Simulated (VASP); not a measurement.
# PbSe (Pm-3m) in VASP: settings compared

PbSe is run at these levels: HF, PBE; tasks: single point.

Everything below comes from runs of VASP 6.6.1. Logs are shortened: lines on timing, memory, paths and dates and some standing lists are left out, and cuts for length are marked.

**1. The cell of the first run**

It takes space group Pm-3m (No. 221, cubic). The conventional cell has a = 3.910 Å, b = 3.910 Å, c = 3.910 Å, α = 90.00°, β = 90.00°, γ = 90.00°. Pb (site symmetry m-3m) has 8 Se at 3.39 Å and 6 Pb at 3.91 Å within 4.5 Å. Se (site symmetry m-3m) has 8 Pb at 3.39 Å and 6 Se at 3.91 Å within 4.5 Å.

**2. Single point, HF**

File POSCAR:

```
PbSe
1.0
    3.9098472400      0.0000000000      0.0000000000
    0.0000000000      3.9098472400      0.0000000000
    0.0000000000      0.0000000000      3.9098472400
Pb Se
1 1
Direct
    0.0000000000      0.0000000000      0.0000000000
    0.5000000000      0.5000000000      0.5000000000
```

File INCAR.step1:

```
ALGO     = Normal         # electronic algorithm
EDIFF    = 1E-5           # SCF threshold, eV
ENCUT    = 520            # plane-wave cutoff, eV
GGA      = PE             # functional
ISIF     = 2              # what is computed and relaxed
ISMEAR   = -1             # smearing method
LASPH    = True           # aspherical terms in the spheres
LREAL    = False          # projectors in reciprocal space
LWAVE    = True           # write WAVECAR
NBANDS   = 17             # bands
NELM     = 100            # most SCF steps
PREC     = Accurate       # precision mode
SIGMA    = 0.05           # smearing width, eV
```

File INCAR.step2:

```
AEXX     = 1.0            # exact-exchange fraction
AGGAC    = 0.0          
ALDAC    = 0.0          
ALGO     = Normal         # electronic algorithm
EDIFF    = 1E-6           # SCF threshold, eV
ENCUT    = 520            # plane-wave cutoff, eV
GGA      = PE             # functional
ISIF     = 2              # what is computed and relaxed
ISMEAR   = -1             # smearing method
ISTART   = 1            
LASPH    = True           # aspherical terms in the spheres
LCHARG   = True           # write CHGCAR
LELF     = True           # ELF
LHFCALC  = True           # exact exchange
LREAL    = False          # projectors in reciprocal space
LVHAR    = True         
LWAVE    = False          # write WAVECAR
NBANDS   = 17             # bands
NELM     = 100            # most SCF steps
PREC     = Accurate       # precision mode
PRECFOCK = Normal       
SIGMA    = 0.05           # smearing width, eV
```

File KPOINTS:

```
k-points
0
Gamma
  4 4 4
```

Potentials or basis: VASP PAW PBE potentials, release 64 (Pb_d, Se).

On the command line:

```bash
cat potpaw_PBE.64/Pb_d/POTCAR potpaw_PBE.64/Se/POTCAR > POTCAR
cp INCAR.step1 INCAR
mpirun -np 1 vasp_std > vasp.out
cp INCAR.step2 INCAR
mpirun -np 1 vasp_std > vasp.out
```

OUTCAR:

```text
AEXX = 1.0
   EDIFF = 1E-6
   ENCUT = 520
   GGA = PE
   ISIF = 2
   ISMEAR = -1
   ISTART = 1
   LASPH = True
   LHFCALC = True
   LREAL = False
   NELM = 100
   PREC = Accurate
   PRECFOCK = Normal

 ion  position               nearest neighbor table
   1  0.000  0.000  0.000-   2 3.39   2 3.39   2 3.39   2 3.39   2 3.39   2 3.39   2 3.39   2 3.39

   2  0.500  0.500  0.500-   1 3.39   1 3.39   1 3.39   1 3.39   1 3.39   1 3.39   1 3.39   1 3.39

  LATTYP: Found a simple cubic cell.
 ALAT       =     3.9098472400

  Lattice vectors:

 A1 = (   3.9098472400,   0.0000000000,   0.0000000000)
 A2 = (   0.0000000000,   3.9098472400,   0.0000000000)
 A3 = (   0.0000000000,   0.0000000000,   3.9098472400)

Analysis of symmetry for initial positions (statically):
=====================================================================
 Subroutine PRICEL returns:
 Original cell was already a primitive cell.

 Routine SETGRP: Setting up the symmetry group for a
 simple cubic supercell.

 Subroutine GETGRP returns: Found 48 space group operations
 (whereof 48 operations were pure point group operations)
 out of a pool of 48 trial point group operations.

The static configuration has the point symmetry O_h .

Analysis of symmetry for dynamics (positions and initial velocities):
=====================================================================
 Subroutine PRICEL returns:
 Original cell was already a primitive cell.

 Routine SETGRP: Setting up the symmetry group for a
 simple cubic supercell.

 Subroutine GETGRP returns: Found 48 space group operations
 (whereof 48 operations were pure point group operations)
 out of a pool of 48 trial point group operations.

The dynamic configuration has the point symmetry O_h .

 Subroutine INISYM returns: Found 48 space group operations
 (whereof 48 operations are pure point group operations),
 and found     1 'primitive' translations

----------------------------------------------------------------------------------------

                                     Primitive cell

  volume of cell :      59.7695

  direct lattice vectors                    reciprocal lattice vectors
     3.909847240  0.000000000  0.000000000     0.255764468  0.000000000  0.000000000
     0.000000000  3.909847240  0.000000000     0.000000000  0.255764468  0.000000000
     0.000000000  0.000000000  3.909847240     0.000000000  0.000000000  0.255764468

  length of vectors
     3.909847240  3.909847240  3.909847240     0.255764468  0.255764468  0.255764468

  position of ions in fractional coordinates (direct lattice)
     0.000000000  0.000000000  0.000000000
     0.500000000  0.500000000  0.500000000

  ion indices of the primitive-cell ions
   primitive index   ion index
                 1           1
                 2           2

----------------------------------------------------------------------------------------

 KPOINTS: k-points

Automatic generation of k-mesh.
 Grid dimensions read from file:
 generate k-points for:    4    4    4

 Generating k-lattice:

  Cartesian coordinates                     Fractional coordinates (reciprocal lattice)
     0.063941117  0.000000000  0.000000000     0.250000000  0.000000000  0.000000000
     0.000000000  0.063941117  0.000000000     0.000000000  0.250000000  0.000000000
     0.000000000  0.000000000  0.063941117     0.000000000  0.000000000  0.250000000

  Length of vectors
     0.063941117  0.063941117  0.063941117

  Shift w.r.t. Gamma in fractional coordinates (k-lattice)
     0.000000000  0.000000000  0.000000000

 Subroutine IBZKPT returns following result:
 ===========================================

 Found     10 irreducible k-points:

 Following reciprocal coordinates:
            Coordinates               Weight
  0.000000  0.000000  0.000000      1.000000
  0.250000  0.000000  0.000000      6.000000
  0.500000  0.000000  0.000000      3.000000
  0.250000  0.250000  0.000000     12.000000
  0.500000  0.250000  0.000000     12.000000
  0.500000  0.500000  0.000000      3.000000
  0.250000  0.250000  0.250000      8.000000
  0.500000  0.250000  0.250000     12.000000
  0.500000  0.500000  0.250000      6.000000
  0.500000  0.500000  0.500000      1.000000
   k-points           NKPTS =     10   k-points in BZ     NKDIM =     64   number of bands    NBANDS=     17
   number of dos      NEDOS =    301   number of ions     NIONS =      2
   total plane-waves  NPLWV =  27000
   dimension x,y,z NGX =    30 NGY =   30 NGZ =   30
   dimension x,y,z NGXF=    60 NGYF=   60 NGZF=   60
   ions per type =               1   1
   NGX,Y,Z   is equivalent  to a cutoff of  12.76, 12.76, 12.76 a.u.
   NGXF,Y,Z  is equivalent  to a cutoff of  25.51, 25.51, 25.51 a.u.
 SYSTEM =  unknown system
   PREC   = accura    normal or accurate (medium, high low for compatibility)
   ISTART =      1    job   : 0-new  1-cont  2-samecut
   ICHARG =      0    charge: 1-file 2-atom 10-const
   ISPIN  =      1    spin polarized calculation?
   LNONCOLLINEAR =      F non collinear calculations
   LSORBIT =      F    spin-orbit coupling
   LASPH  =      T    aspherical Exc in radial PAW
   ENCUT  =  520.0 eV  38.22 Ry    6.18 a.u.   7.27  7.27  7.27*2*pi/ulx,y,z
   NELM   =    100;   NELMIN=  2; NELMDL=  0     # of ELM steps
   EDIFF  = 0.1E-05   stopping-criterion for ELM
   LREAL  =      F    real-space projection
   EDIFFG = 0.1E-04   stopping-criterion for IOM
   NSW    =      0    number of steps for IOM
   IBRION =     -1    ionic relax: 0-MD 1-quasi-New 2-CG
   NFREE  =      0    steps in history (QN), initial steepest desc. (CG)
   ISIF   =      2    stress and relaxation
   ISYM   =      3    0-nonsym 1-usesym 2-fastsym
   POTIM  = 0.5000    time-step for ionic-motion
   TEBEG  =    0.0;   TEEND  =   0.0 temperature during run
   PSTRESS=    0.0 pullay stress
   NELECT =      20.0000    total number of electrons
   NUPDOWN=      -1.0000    fix difference up-down
   EMIN   =  10.00;   EMAX   =-10.00  energy-range for DOS
   EFERMI =   0.00;   METHOD = LEGACY
   ISMEAR =    -1;   SIGMA  =   0.05  broadening in eV -4-tet -1-fermi 0-gaus
   EFERMI_NEDOS =   21; number of points for ismear=-14 and -15
   IALGO  =     38    algorithm
   IMIX   =      1    mixing-type and parameters
     AMIX     =   0.40;   BMIX     =  1.00
     AMIX_MAG =   1.60;   BMIX_MAG =  1.00
  volume/ion in A,a.u.               =      29.88       201.67
  Fermi-wavevector in a.u.,A,eV,Ry     =   1.136558  2.147784 17.575526  1.291765
  Thomas-Fermi vector in A             =   2.273263
   LORBIT       =      0    0 simple, 1 ext, 2 COOP (PROOUT), +10 PAW based schemes
   GGA     = PE    functional components
   LHFCALC =     T    Hartree Fock is set to
   PRECFOCK=normal    Normal, Fast or Accurate (Low or Medium for compatibility)
   ENCUT4O =  -1.0   cutoff for four orbital integrals eV
   NKREDX  =     1    reduce k-point grid by
   NKREDY  =     1    reduce k-point grid by
   NKREDZ  =     1    reduce k-point grid by
   AEXX    =    1.0000 exact exchange contribution
   HFSCREEN=    0.0000 screening length (either q_TF or 0.3 A-1)
   HFSCREENC=   0.0000 screening length for correlation (either q_TF or 0.3 A-1)
   ENCUTFOCK=  -1.0 apply spherical cutoff to Coloumb kernel
   IVDW    =     0    specifies the selected vdW correction
   LEPSILON=     F    determine dielectric tensor
   LRPA    =     F    only Hartree local field effects (RPA)
 non-spin polarized calculation
  energy-cutoff  :      520.00
  volume of cell :       59.77
 maximum number of plane-waves:      1640
 NGX is ok and might be reduce to    30
  NGX = 24; NGY = 24; NGZ = 24

 number of electron      19.9999994 magnetization

 Free energy of the ion-electron system (eV)
  ---------------------------------------------------
  ext. energy  EPLUGINS =         0.00000000
  ---------------------------------------------------
  free energy    TOTEN  =       -16.07995805 eV

  energy without entropy =      -16.07995805  energy(sigma->0) =      -16.07995805

 E-fermi :   3.6224     XC(G=0):   0.0000

 val. band max:        2.4008657350   @ k =   0.5000   0.5000   0.0000
 cond. band min:       7.2056655628   @ k =   0.5000   0.5000   0.5000
 fundamental gap:      4.8047998278
 Fermi energy:         3.6223637429

 k-point     1 :       0.0000    0.0000    0.0000
  band No.  band energies     occupation
      1     -21.3665      2.00000
      2     -21.3665      2.00000
      3     -21.2772      2.00000
      4     -21.2772      2.00000
      5     -21.2772      2.00000
      6     -15.0387      2.00000
[... 9 lines left out ...]
     16      20.2462      0.00000
     17      22.4772      0.00000

 k-point     2 :       0.2500    0.0000    0.0000
  band No.  band energies     occupation
      1     -21.3639      2.00000
      2     -21.3257      2.00000
      3     -21.2946      2.00000
      4     -21.2946      2.00000
      5     -21.2754      2.00000
      6     -14.5275      2.00000
[... 9 lines left out ...]
     16      19.8687      0.00000
     17      21.9285      0.00000

 k-point     3 :       0.5000    0.0000    0.0000
  band No.  band energies     occupation
      1     -21.3612      2.00000
      2     -21.3120      2.00000
      3     -21.3120      2.00000
      4     -21.2851      2.00000
      5     -21.2733      2.00000
      6     -13.8252      2.00000
[... 9 lines left out ...]
     16      22.7295      0.00000
     17      23.0489      0.00000

 k-point     4 :       0.2500    0.2500    0.0000
  band No.  band energies     occupation
      1     -21.3429      2.00000
      2     -21.3195      2.00000
      3     -21.3022      2.00000
      4     -21.2928      2.00000
      5     -21.2888      2.00000
      6     -14.0678      2.00000
[... 9 lines left out ...]
     16      18.9863      0.00000
     17      19.4855      0.00000

 k-point     5 :       0.5000    0.2500    0.0000
  band No.  band energies     occupation
      1     -21.3443      2.00000
      2     -21.3352      2.00000
      3     -21.3063      2.00000
      4     -21.2868      2.00000
      5     -21.2648      2.00000
      6     -13.4813      2.00000
[... 9 lines left out ...]
     16      19.7420      0.00000
     17      20.6426      0.00000

 k-point     6 :       0.5000    0.5000    0.0000
  band No.  band energies     occupation
      1     -21.3761      2.00000
      2     -21.3198      2.00000
      3     -21.3004      2.00000
      4     -21.3004      2.00000
      5     -21.2337      2.00000
      6     -13.0891      2.00000
[... 9 lines left out ...]
     16      18.3099      0.00000
     17      18.3099      0.00000

 k-point     7 :       0.2500    0.2500    0.2500
  band No.  band energies     occupation
      1     -21.3192      2.00000
      2     -21.3106      2.00000
      3     -21.3106      2.00000
      4     -21.2988      2.00000
      5     -21.2988      2.00000
      6     -13.6813      2.00000
[... 9 lines left out ...]
     16      19.2378      0.00000
     17      21.9027      0.00000

 k-point     8 :       0.5000    0.2500    0.2500
  band No.  band energies     occupation
      1     -21.3390      2.00000
      2     -21.3309      2.00000
      3     -21.3063      2.00000
      4     -21.2970      2.00000
      5     -21.2562      2.00000
      6     -13.2189      2.00000
[... 9 lines left out ...]
     16      19.3309      0.00000
     17      22.3474      0.00000

 k-point     9 :       0.5000    0.5000    0.2500
  band No.  band energies     occupation
      1     -21.3633      2.00000
      2     -21.3253      2.00000
      3     -21.3253      2.00000
      4     -21.2749      2.00000
      5     -21.2317      2.00000
      6     -12.9283      2.00000
[... 9 lines left out ...]
     16      21.3905      0.00000
     17      22.8506      0.00000

 k-point    10 :       0.5000    0.5000    0.5000
  band No.  band energies     occupation
      1     -21.3505      2.00000
      2     -21.3505      2.00000
      3     -21.3505      2.00000
      4     -21.2298      2.00000
      5     -21.2298      2.00000
      6     -12.7534      2.00000
[... 9 lines left out ...]
     16      23.6750      0.00000
     17      27.5432      0.00000

------------------------ aborting loop because EDIFF is reached ----------------------------------------

  FORCE on cell =-STRESS in cart. coord.  units (eV):
  Direction    XX          YY          ZZ          XY          YZ          ZX
  --------------------------------------------------------------------------------------
  -------------------------------------------------------------------------------------
  Total       -0.2918716     -0.2918716     -0.2918716      0.0000000      0.0000000     -0.0000000
  in kB       -7.8238964     -7.8238964     -7.8238964      0.0000000      0.0000000     -0.0000000
  external PRESSURE =      -7.8238964 kB  Pullay stress =       0.0000000 kB

 VOLUME and BASIS-vectors are now :
 -----------------------------------------------------------------------------
  energy-cutoff  :      520.00
  volume of cell :       59.77
      direct lattice vectors                 reciprocal lattice vectors
     3.909847240  0.000000000  0.000000000     0.255764468  0.000000000  0.000000000
     0.000000000  3.909847240  0.000000000     0.000000000  0.255764468  0.000000000
     0.000000000  0.000000000  3.909847240     0.000000000  0.000000000  0.255764468

 POSITION                                       TOTAL-FORCE (eV/Angst)
 -----------------------------------------------------------------------------------
      0.00000      0.00000      0.00000         0.000000      0.000000      0.000000
      1.95492      1.95492      1.95492         0.000000      0.000000      0.000000
 -----------------------------------------------------------------------------------
    total drift:                               -0.000001     -0.000002     -0.000000

  FREE ENERGIE OF THE ION-ELECTRON SYSTEM (eV)
  ---------------------------------------------------
  free  energy   TOTEN  =       -16.0799580519 eV

  energy  without entropy=      -16.0799580519  energy(sigma->0) =      -16.07995805
```

It took 10 min on 1 thread of Intel Xeon Platinum 8488C (Sapphire Rapids), shared host; peak memory 0.18 GiB.

What came out:

```
Free energy            : -16.0800 eV
Pressure               : -0.8 GPa
Band gap on the k mesh : 4.80 eV, indirect (least direct gap 5.66 eV)
```

Levels at points of the mesh, in eV from the valence-band top:
```
           k point  band 8  band 9  band 10  band 11  band 12  band 13
(0.00, 0.00, 0.00)   -1.79   -1.79    -1.79    11.46    11.46    12.45
(0.50, 0.00, 0.00)   -0.38   -0.38    -0.08     5.58     9.29     9.29
(0.50, 0.50, 0.00)   -5.15   -5.15     0.00    10.36    10.36    11.26
(0.50, 0.50, 0.50)   -2.87   -2.87    -2.87     4.80     4.80     4.80
```

Caveat: the PAW data sets were made with another functional, which shifts forces and pressure a little; spin-orbit coupling is left out, which moves the levels of the heavy elements.

**3. Single point, PBE**

This run uses another cell than the first one, of 27.10 Å³/atom, 0.907 times its volume.

File INCAR:

```
ALGO = Normal
EDIFF = 1E-6
ENCUT = 520
GGA = PE
ISIF = 2
ISMEAR = 1
LASPH = T
LCHARG = T
LELF = T
LREAL = F
LVHAR = T
LWAVE = F
NBANDS = 17
NELM = 100
PREC = Accurate
SIGMA = 0.1
```

File KPOINTS:

```
k-points
0
Gamma
  6 6 6
```

File POSCAR:

```
PbSe
1.0
    3.7843220000      0.0000000000      0.0000000000
    0.0000000000      3.7843220000      0.0000000000
    0.0000000000      0.0000000000      3.7843220000
Pb Se
1 1
Direct
    0.0000000000      0.0000000000      0.0000000000
    0.5000000000      0.5000000000      0.5000000000
```

Potentials or basis: VASP PAW PBE potentials, release 64 (Pb_d, Se).

On the command line:

```bash
cat potpaw_PBE.64/Pb_d/POTCAR potpaw_PBE.64/Se/POTCAR > POTCAR
mpirun -np 1 vasp_std > vasp.out
```

It took 13 s on 1 thread of Intel Xeon Platinum 8488C (Sapphire Rapids), shared host; peak memory 0.16 GiB.

It converged, with:

```
Free energy            : -7.7078 eV
Pressure               : -0.1 GPa
Band gap on the k mesh : zero (band 10 reaches 5.46 eV, above the bottom of band 11 at 4.75 eV)
```

Levels at points of the mesh, in eV from the Fermi level:
```csv
k point,band 7,band 8,band 9,band 10,band 11,band 12,band 13,band 14
"(0.00, 0.00, 0.00)",-7.12,-1.54,-1.54,-1.54,5.07,5.07,6.00,6.00
"(0.50, 0.00, 0.00)",-9.01,-0.33,-0.31,-0.31,0.05,3.35,3.35,6.45
"(0.50, 0.50, 0.00)",-7.53,-4.38,-4.38,-0.05,4.07,4.07,4.93,6.73
"(0.50, 0.50, 0.50)",-6.49,-2.38,-2.38,-2.38,-0.65,-0.65,-0.65,13.72
```

Caveat: spin-orbit coupling is left out, which moves the levels of the heavy elements.

**4. Single point, PBE**

This run uses another cell than the first one, of 27.10 Å³/atom, 0.907 times its volume.

File INCAR:

```
SYSTEM = PbSe
PREC = Accurate
ENCUT = 520
EDIFF = 1E-6
ISMEAR = 1
SIGMA = 0.1
LREAL = .False.
LASPH = .True.
NELM = 80
ALGO = Normal
ISIF = 2
LWAVE = .False.
LCHARG = .False.
GGA = PE
NBANDS = 17
```

File KPOINTS:

```
regular mesh
0
Gamma
  6 6 6
  0 0 0
```

POSCAR is that of step 3.

On the command line:

```bash
cat potpaw_PBE.64/Pb_d/POTCAR potpaw_PBE.64/Se/POTCAR > POTCAR
mpirun -np 1 vasp_std > vasp.out
```

Run time: 13 s. Hardware: 1 thread of Intel Xeon Platinum 8488C (Sapphire Rapids), shared host; peak memory 0.16 GiB.

Results (log left out):

* Free energy: -7.7078 eV
* Pressure: -0.1 GPa
* Band gap on the k mesh: zero (band 10 reaches 5.46 eV, above the bottom of band 11 at 4.75 eV)

Levels at points of the mesh, in eV from the Fermi level:
```tsv
k point	band 6	band 7	band 8	band 9	band 10	band 11	band 12	band 13	band 14	band 15
(0.00, 0.00, 0.00)	-13.25	-7.12	-1.54	-1.54	-1.54	5.07	5.07	6.00	6.00	6.00
(0.50, 0.00, 0.00)	-12.19	-9.01	-0.33	-0.31	-0.31	0.05	3.35	3.35	6.45	8.32
(0.50, 0.50, 0.00)	-11.56	-7.53	-4.38	-4.38	-0.05	4.07	4.07	4.93	6.73	8.63
(0.50, 0.50, 0.50)	-11.32	-6.49	-2.38	-2.38	-2.38	-0.65	-0.65	-0.65	13.72	13.72
```

Caveat: spin-orbit coupling is left out, which moves the levels of the heavy elements.
